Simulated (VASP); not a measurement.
A run of VASP 6.6.1:

File INCAR:

```
ALGO = Normal
EDIFF = 1E-7
ENCUT = 520
ISIF = 2
ISMEAR = -1
LASPH = True
LCHARG = False
LREAL = False
LWAVE = False
NBANDS = 96
NELM = 60
PREC = Accurate
SIGMA = 0.05
```

File KPOINTS:

```
k-points
0
Gamma
  5 5 4
```

Contents of POSCAR:

```
Ge
1.0
    5.8788691438      0.0000000000      0.0000000000
    0.0000000000      5.8788691438      0.0000000000
    0.0000000000      0.0000000000      6.8995032296
Ge
12
Direct
    0.3701701801      0.1720020291      0.7439090915
    0.3279979709      0.8701701801      0.4939090915
    0.6298298199      0.8279979709      0.2439090915
    0.6720020291      0.1298298199     -0.0060909085
    0.8701701801      0.3279979709      0.5060909085
    0.8279979709      0.6298298199      0.7560909085
    0.1298298199      0.6720020291      0.0060909085
    0.1720020291      0.3701701801      0.2560909085
    0.5881886052      0.4118113948      0.2500000000
    0.9118113948      0.9118113948      0.5000000000
    0.4118113948      0.5881886052      0.7500000000
    0.0881886052      0.0881886052      0.0000000000
```

Potentials or basis: VASP PAW LDA potentials, release 64 (Ge_d).

The run is started by

```sh
$ cat potpaw_LDA.64/Ge_d/POTCAR > POTCAR
$ mpirun -np 1 vasp_std > vasp.out
```

Hardware: 1 thread of AMD EPYC 7R43 64-Core Processor (Zen 3) (shared host).

Task: Estimate the wall time of this run.

Result: Wall time 9.1 min on 1 thread of AMD EPYC 7R43 64-Core Processor (Zen 3), with other jobs on the host, peak memory 0.39 GiB. Counts: scf iterations 17, k points 18.
